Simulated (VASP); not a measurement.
# Sn3Te (Pm-3m) in VASP: a series of runs, part 3 of 3

VASP 6.6.1. Earlier steps stand in the parts before.

### Step 5. Single point, PBE

This run uses another cell than the first one, of 29.02 Å³/atom.

INCAR

```
ALGO     = Fast           # electronic algorithm
EDIFF    = 1E-7           # SCF threshold, eV
ENCUT    = 520            # plane-wave cutoff, eV
GGA      = PE             # functional
ISIF     = 2              # what is computed and relaxed
ISMEAR   = 0              # smearing method
LASPH    = T              # aspherical terms in the spheres
LCHARG   = F              # write CHGCAR
LREAL    = F              # projectors in reciprocal space
LWAVE    = F              # write WAVECAR
NBANDS   = 32             # bands
NELM     = 60             # most SCF steps
PREC     = Accurate       # precision mode
SIGMA    = 0.1            # smearing width, eV
```

KPOINTS

```
k-points
0
Gamma
  10 10 10
```

POSCAR

```
Sn3Te
1.0
    4.8778535112      0.0000000000      0.0000000000
    0.0000000000      4.8778535112      0.0000000000
    0.0000000000      0.0000000000      4.8778535112
Sn Te
3 1
Direct
    0.5000000000      0.0000000000      0.0000000000
    0.0000000000      0.5000000000      0.0000000000
    0.0000000000      0.0000000000      0.5000000000
    0.5000000000      0.5000000000      0.5000000000
```

Potentials or basis: VASP PAW PBE potentials, release 64 (Sn_d, Te).

Run with:

```sh
> cat potpaw_PBE.64/Sn_d/POTCAR potpaw_PBE.64/Te/POTCAR > POTCAR
> mpirun -np 1 vasp_std > vasp.out
```

OUTCAR:

```text
EDIFF = 1E-7
   ENCUT = 520
   GGA = PE
   ISIF = 2
   ISMEAR = 0
   LASPH = T
   LREAL = F
   NELM = 60
   PREC = Accurate

 ion  position               nearest neighbor table
   1  0.500  0.000  0.000-   2 3.45   3 3.45   4 3.45   3 3.45   4 3.45   2 3.45   4 3.45   4 3.45
                             2 3.45   3 3.45   3 3.45   2 3.45
   2  0.000  0.500  0.000-   1 3.45   3 3.45   4 3.45   3 3.45   4 3.45   1 3.45   3 3.45   3 3.45
                             1 3.45   4 3.45   4 3.45   1 3.45
   3  0.000  0.000  0.500-   1 3.45   2 3.45   4 3.45   1 3.45   2 3.45   2 3.45   4 3.45   2 3.45
                             1 3.45   4 3.45   1 3.45   4 3.45
   4  0.500  0.500  0.500-   1 3.45   2 3.45   3 3.45   1 3.45   2 3.45   1 3.45   3 3.45   1 3.45
                             2 3.45   3 3.45   2 3.45   3 3.45

  LATTYP: Found a simple cubic cell.
 ALAT       =     4.8778535112

  Lattice vectors:

 A1 = (   4.8778535112,   0.0000000000,   0.0000000000)
 A2 = (   0.0000000000,   4.8778535112,   0.0000000000)
 A3 = (   0.0000000000,   0.0000000000,   4.8778535112)

Analysis of symmetry for initial positions (statically):
=====================================================================
 Subroutine PRICEL returns:
 Original cell was already a primitive cell.

 Routine SETGRP: Setting up the symmetry group for a
 simple cubic supercell.

 Subroutine GETGRP returns: Found 48 space group operations
 (whereof 48 operations were pure point group operations)
 out of a pool of 48 trial point group operations.

The static configuration has the point symmetry O_h .

Analysis of symmetry for dynamics (positions and initial velocities):
=====================================================================
 Subroutine PRICEL returns:
 Original cell was already a primitive cell.

 Routine SETGRP: Setting up the symmetry group for a
 simple cubic supercell.

 Subroutine GETGRP returns: Found 48 space group operations
 (whereof 48 operations were pure point group operations)
 out of a pool of 48 trial point group operations.

The dynamic configuration has the point symmetry O_h .

 Subroutine INISYM returns: Found 48 space group operations
 (whereof 48 operations are pure point group operations),
 and found     1 'primitive' translations

----------------------------------------------------------------------------------------

                                     Primitive cell

  volume of cell :     116.0610

  direct lattice vectors                    reciprocal lattice vectors
     4.877853511  0.000000000  0.000000000     0.205008207  0.000000000  0.000000000
     0.000000000  4.877853511  0.000000000     0.000000000  0.205008207  0.000000000
     0.000000000  0.000000000  4.877853511     0.000000000  0.000000000  0.205008207

  length of vectors
     4.877853511  4.877853511  4.877853511     0.205008207  0.205008207  0.205008207

  position of ions in fractional coordinates (direct lattice)
     0.500000000  0.000000000  0.000000000
     0.000000000  0.500000000  0.000000000
     0.000000000  0.000000000  0.500000000
     0.500000000  0.500000000  0.500000000

  ion indices of the primitive-cell ions
   primitive index   ion index
                 1           1
                 2           2
                 3           3
                 4           4

----------------------------------------------------------------------------------------

 KPOINTS: k-points

Automatic generation of k-mesh.
 Grid dimensions read from file:
 generate k-points for:   10   10   10

 Generating k-lattice:

  Cartesian coordinates                     Fractional coordinates (reciprocal lattice)
     0.020500821  0.000000000  0.000000000     0.100000000  0.000000000  0.000000000
     0.000000000  0.020500821  0.000000000     0.000000000  0.100000000  0.000000000
     0.000000000  0.000000000  0.020500821     0.000000000  0.000000000  0.100000000

  Length of vectors
     0.020500821  0.020500821  0.020500821

  Shift w.r.t. Gamma in fractional coordinates (k-lattice)
     0.000000000  0.000000000  0.000000000

 Subroutine IBZKPT returns following result:
 ===========================================

 Found     56 irreducible k-points:

 Following reciprocal coordinates:
            Coordinates               Weight
  0.000000  0.000000  0.000000      1.000000
  0.100000  0.000000  0.000000      6.000000
  0.200000  0.000000  0.000000      6.000000
  0.300000  0.000000  0.000000      6.000000
  0.400000  0.000000  0.000000      6.000000
  0.500000  0.000000  0.000000      3.000000
[... 16 lines left out ...]
  0.200000  0.100000  0.100000     24.000000
  0.300000  0.100000  0.100000     24.000000
 [... further k-points ...]
   k-points           NKPTS =     56   k-points in BZ     NKDIM =     56   number of bands    NBANDS=     32
   number of dos      NEDOS =    301   number of ions     NIONS =      4
   total plane-waves  NPLWV =  46656
   dimension x,y,z NGX =    36 NGY =   36 NGZ =   36
   dimension x,y,z NGXF=    72 NGYF=   72 NGZF=   72
   ions per type =               3   1
   NGX,Y,Z   is equivalent  to a cutoff of  12.27, 12.27, 12.27 a.u.
   NGXF,Y,Z  is equivalent  to a cutoff of  24.54, 24.54, 24.54 a.u.
 SYSTEM =  unknown system
   PREC   = accura    normal or accurate (medium, high low for compatibility)
   ISTART =      0    job   : 0-new  1-cont  2-samecut
   ICHARG =      2    charge: 1-file 2-atom 10-const
   ISPIN  =      1    spin polarized calculation?
   LNONCOLLINEAR =      F non collinear calculations
   LSORBIT =      F    spin-orbit coupling
   LASPH  =      T    aspherical Exc in radial PAW
   ENCUT  =  520.0 eV  38.22 Ry    6.18 a.u.   9.07  9.07  9.07*2*pi/ulx,y,z
   NELM   =     60;   NELMIN=  2; NELMDL= -5     # of ELM steps
   EDIFF  = 0.1E-06   stopping-criterion for ELM
   LREAL  =      F    real-space projection
   EDIFFG = 0.1E-05   stopping-criterion for IOM
   NSW    =      0    number of steps for IOM
   IBRION =     -1    ionic relax: 0-MD 1-quasi-New 2-CG
   NFREE  =      0    steps in history (QN), initial steepest desc. (CG)
   ISIF   =      2    stress and relaxation
   ISYM   =      2    0-nonsym 1-usesym 2-fastsym
   POTIM  = 0.5000    time-step for ionic-motion
   TEBEG  =    0.0;   TEEND  =   0.0 temperature during run
   PSTRESS=    0.0 pullay stress
   NELECT =      48.0000    total number of electrons
   NUPDOWN=      -1.0000    fix difference up-down
   EMIN   =  10.00;   EMAX   =-10.00  energy-range for DOS
   EFERMI =   0.00;   METHOD = LEGACY
   ISMEAR =     0;   SIGMA  =   0.10  broadening in eV -4-tet -1-fermi 0-gaus
   EFERMI_NEDOS =   21; number of points for ismear=-14 and -15
   IALGO  =     68    algorithm
   IMIX   =      4    mixing-type and parameters
     AMIX     =   0.40;   BMIX     =  1.00
     AMIX_MAG =   1.60;   BMIX_MAG =  1.00
  volume/ion in A,a.u.               =      29.02       195.80
  Fermi-wavevector in a.u.,A,eV,Ry     =   1.219719  2.304935 20.241587  1.487715
  Thomas-Fermi vector in A             =   2.354961
   LORBIT       =      0    0 simple, 1 ext, 2 COOP (PROOUT), +10 PAW based schemes
   GGA     = PE    functional components
   LHFCALC =     F    Hartree Fock is set to
   AEXX    =    0.0000 exact exchange contribution
   IVDW    =     0    specifies the selected vdW correction
   LEPSILON=     F    determine dielectric tensor
   LRPA    =     F    only Hartree local field effects (RPA)
 non-spin polarized calculation
 RMM-DIIS sequential band-by-band and
 Gauss-broadening in eV      SIGMA  =   0.10
  energy-cutoff  :      520.00
  volume of cell :      116.06
 maximum number of plane-waves:      3178
   NGX = 19   NGY = 19   NGZ = 19

 number of electron      48.0000008 magnetization

 Free energy of the ion-electron system (eV)
  ---------------------------------------------------
  ext. energy  EPLUGINS =         0.00000000
  ---------------------------------------------------
  free energy    TOTEN  =       -14.35238875 eV

  energy without entropy =      -14.33834436  energy(sigma->0) =      -14.34536656

 E-fermi :   7.6225     XC(G=0): -10.0318

 val. band max:        7.6091634616   @ k =   0.3000   0.2000   0.2000
 cond. band min:       7.6265134068   @ k =   0.3000   0.3000   0.3000
 fundamental gap:      0.0173499452
 Fermi energy:         7.6224981362

 k-point     1 :       0.0000    0.0000    0.0000
  band No.  band energies     occupation
      1     -14.1132      2.00000
      2     -14.1132      2.00000
      3     -14.1132      2.00000
      4     -14.0981      2.00000
      5     -14.0981      2.00000
      6     -14.0710      2.00000
[... 829 lines left out ...]
     31      12.6229      0.00000
     32      13.2430      0.00000

 [... further k-points ...]
[... 5 lines left out ...]
  --------------------------------------------------------------------------------------
  -------------------------------------------------------------------------------------
  Total       -0.0689156     -0.0689156     -0.0689156     -0.0000000     -0.0000000     -0.0000000
  in kB       -0.9513539     -0.9513539     -0.9513539     -0.0000000     -0.0000000     -0.0000000
  external PRESSURE =      -0.9513539 kB  Pullay stress =       0.0000000 kB

 VOLUME and BASIS-vectors are now :
 -----------------------------------------------------------------------------
  energy-cutoff  :      520.00
  volume of cell :      116.06
      direct lattice vectors                 reciprocal lattice vectors
     4.877853511  0.000000000  0.000000000     0.205008207  0.000000000  0.000000000
     0.000000000  4.877853511  0.000000000     0.000000000  0.205008207  0.000000000
     0.000000000  0.000000000  4.877853511     0.000000000  0.000000000  0.205008207

 POSITION                                       TOTAL-FORCE (eV/Angst)
 -----------------------------------------------------------------------------------
      2.43893      0.00000      0.00000         0.000000      0.000000      0.000000
      0.00000      2.43893      0.00000         0.000000      0.000000      0.000000
      0.00000      0.00000      2.43893         0.000000      0.000000      0.000000
      2.43893      2.43893      2.43893         0.000000      0.000000      0.000000
 -----------------------------------------------------------------------------------
    total drift:                                0.000000      0.000000     -0.000000

  FREE ENERGIE OF THE ION-ELECTRON SYSTEM (eV)
  ---------------------------------------------------
  free  energy   TOTEN  =       -14.3523887489 eV

  energy  without entropy=      -14.3383443631  energy(sigma->0) =      -14.34536656
```

Wall time 5.6 min (1 thread of Intel Xeon 8259CL, shared host); peak memory 0.33 GiB.

Results:

| Quantity | Value |
| --- | --- |
| Free energy | -14.3524 eV |
| Pressure | -0.1 GPa |
| Band gap on the k mesh | zero (bands 24 and 25 overlap by 3.29 eV) |

Caveat: spin-orbit coupling is left out, which moves the levels of the heavy elements.

### Step 6. Relaxation of cell and atoms, PBE

INCAR

```
SYSTEM = Sn3Te
PREC     = Accurate       ! precision mode
ENCUT    = 600            ! plane-wave cutoff, eV
EDIFF    = 1E-7           ! SCF threshold, eV
ISMEAR   = 0              ! smearing method
SIGMA    = 0.1            ! smearing width, eV
LREAL    = .False.        ! projectors in reciprocal space
LASPH    = .True.         ! aspherical terms in the spheres
NELM     = 100            ! most SCF steps
ALGO     = Fast           ! electronic algorithm
ISIF     = 3              ! what is computed and relaxed
LWAVE    = .False.        ! write WAVECAR
LCHARG   = .False.        ! write CHGCAR
GGA      = PE             ! functional
IBRION   = 2              ! ionic algorithm
NSW      = 100            ! ionic steps
EDIFFG   = -0.01          ! ionic threshold
```

KPOINTS

```
regular mesh
0
Gamma
  10 10 10
  0 0 0
```

POSCAR

```
Sn3Te
1.0
    4.8651547182      0.0000000000      0.0000000000
    0.0000000000      4.8651547182      0.0000000000
    0.0000000000      0.0000000000      4.8651547182
Sn Te
3 1
Direct
    0.5000000000      0.0000000000      0.0000000000
    0.0000000000      0.5000000000      0.0000000000
    0.0000000000      0.0000000000      0.5000000000
    0.5000000000      0.5000000000      0.5000000000
```

Potentials or basis: VASP PAW PBE potentials, release 64 (Sn_d, Te).

Run with:

```sh
> cat potpaw_PBE.64/Sn_d/POTCAR potpaw_PBE.64/Te/POTCAR > POTCAR
> mpirun -np 1 vasp_std > vasp.out
```

It took 8.4 min on 1 thread of Intel Xeon 8259CL, shared host; peak memory 0.38 GiB.

It converged, with:

- Free energy: -14.3524 eV
- Relaxed volume: 29.00 Å³/atom
- Relaxed cell: a = 4.877 Å, b = 4.877 Å, c = 4.877 Å, α = 90.00°, β = 90.00°, γ = 90.00°
- Space group after relaxing (to 0.1 Å): Pm-3m (No. 221)
- Energy gained by relaxing: 0.2 meV/atom
- Ionic steps: 2
- Pressure after relaxing: 0.0 GPa
- Band gap on the k mesh: zero (bands 24 and 25 overlap by 3.29 eV)

The path:
| step | energy change (eV) | largest force (eV/Å) | pressure (GPa) | volume (Å³) |
| --- | --- | --- | --- | --- |
| 1 | 0.0000 | 0.0000 | 0.28 | 115.16 |
| 2 | -0.0006 | 0.0000 | -0.04 | 116.01 |

Final structure:
```xyz
4
Lattice="4.8771 0.0000 0.0000 0.0000 4.8771 0.0000 0.0000 0.0000 4.8771" Properties=species:S:1:pos:R:3 pbc="T T T"
Sn    2.4386    0.0000    0.0000
Sn    0.0000    2.4386    0.0000
Sn    0.0000    0.0000    2.4386
Te    2.4386    2.4386    2.4386
```

Levels at points of the mesh, in eV from the Fermi level:
| k point | band 22 | band 23 | band 24 | band 25 | band 26 | band 27 |
| --- | --- | --- | --- | --- | --- | --- |
| (0.00, 0.00, 0.00) | -4.24 | 0.32 | 0.32 | 0.32 | 1.84 | 1.84 |
| (0.50, 0.00, 0.00) | -1.79 | -1.79 | -1.58 | -0.40 | 1.75 | 1.99 |
| (0.50, 0.50, 0.00) | -2.01 | -1.97 | -0.79 | -0.16 | -0.16 | 0.03 |
| (0.50, 0.50, 0.50) | -5.21 | -4.36 | 2.73 | 2.73 | 2.73 | 5.25 |

Caveat: spin-orbit coupling is left out, which moves the levels of the heavy elements.

### Step 7. Overview

| task | cell | k mesh | cutoff (eV) | gap on the mesh (eV) | pressure (GPa) | relaxed volume (Å³/atom) |
| --- | --- | --- | --- | --- | --- | --- |
| single point | a = 4.865 Å, 4 atoms | 4 × 4 × 4 | 520 | none | -0.1 | - |
| single point | a = 5.083 Å, 4 atoms | 4 × 4 × 4 | 520 | none | -3.9 | - |
| relaxation of cell and atoms | relaxed from a = 5.083 Å, 4 atoms | 4 × 4 × 4 | 600 | none | 0.0 | 28.75 |
| single point | a = 4.878 Å, 4 atoms | 10 × 10 × 10 | 520 | none | -0.1 | - |
| relaxation of cell and atoms | relaxed from a = 4.865 Å, 4 atoms | 10 × 10 × 10 | 600 | none | 0.0 | 29.00 |

Alike in all rows: level PBE; potentials or basis VASP PAW PBE potentials, release 64 (Sn_d, Te); no spin polarisation; smearing gaussian 0.1 eV.

Caveats: spin-orbit coupling is left out, which moves the levels of the heavy elements; the cell stands under tension (at least some runs).

Absolute energies hang on the potentials; compare differences alone.
